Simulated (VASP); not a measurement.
Crystal: Al.

```
CELL_PARAMETERS angstrom
0.00000 2.02481 2.02481
2.02481 0.00000 2.02481
2.02481 2.02481 0.00000
ATOMIC_POSITIONS crystal
Al 0.00000 0.00000 0.00000
```

```yaml
Program: VASP 6.6.1
Task: relaxation of volume and atoms at fixed shape
Functional: LDA
Potentials_or_basis: VASP PAW LDA potentials, release 64 (Al)
Cutoff: 600 eV
k_mesh: 18 × 18 × 18
Occupations: methfessel-paxton, width 0.05 eV
Spin: no spin polarisation
```

At the start: pressure -3.5 GPa; volume 16.60 Å³/atom.

**Question.** Where does the relaxation end?

**Answer.** Over 3 steps the energy falls by 8.9 meV/atom and the volume is 15.81 Å³/atom (-4.8 %); space group Fm-3m (No. 225, to 0.05 Å).

The path:
```
step  energy change (eV)  largest force (eV/Å)  pressure (GPa)  volume (Å³)
   1              0.0000                0.0000           -3.52        16.60
   2             -0.0088                0.0000            0.32        15.74
   3             -0.0089                0.0000           -0.02        15.81
```

Final structure:
```xyz
1
Lattice="0.0000 1.9920 1.9920 1.9920 0.0000 1.9920 1.9920 1.9920 0.0000" Properties=species:S:1:pos:R:3 pbc="T T T"
Al    0.0000    0.0000    0.0000
```
